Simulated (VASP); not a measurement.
A run of VASP 6.6.1:

Contents of INCAR:

```
  PREC = Accurate
  ENCUT = 600
  EDIFF = 1E-7
  ISMEAR = 0
  SIGMA = 0.1
  LREAL = F
  LASPH = T
  NELM = 100
  ALGO = Normal
  ISIF = 3
  LWAVE = F
  LCHARG = F
  GGA = PE
  IBRION = 2
  NSW = 90
  EDIFFG = -0.04
```

Contents of KPOINTS:

```
Automatic mesh
0
Gamma
  4 4 4
```

File POSCAR:

```
GeMo
1.0
    0.0000000000      3.2680088327      3.2680088327
    3.2680088327      0.0000000000      3.2680088327
    3.2680088327      3.2680088327      0.0000000000
Ge Mo
2 2
Direct
    0.5000000000      0.5000000000      0.5000000000
    0.7500000000      0.7500000000      0.7500000000
    0.0000000000      0.0000000000      0.0000000000
    0.2500000000      0.2500000000      0.2500000000
```

Potentials or basis: VASP PAW PBE potentials, release 64 (Ge_d, Mo_sv).

Launch:

```bash
$ cat potpaw_PBE.64/Ge_d/POTCAR potpaw_PBE.64/Mo_sv/POTCAR > POTCAR
$ mpirun -np 1 vasp_std > vasp.out
```

Hardware: 1 thread of Intel(R) Xeon(R) Platinum 8488C (Sapphire Rapids), on a shared host.

**Question.** How long does it take, and how much memory?

**Answer.** It took 65 s on 1 thread of Intel(R) Xeon(R) Platinum 8488C (Sapphire Rapids), with other jobs on the host, peak memory 0.24 GiB. Counts: scf iterations 38, k points 8, ion steps 3.
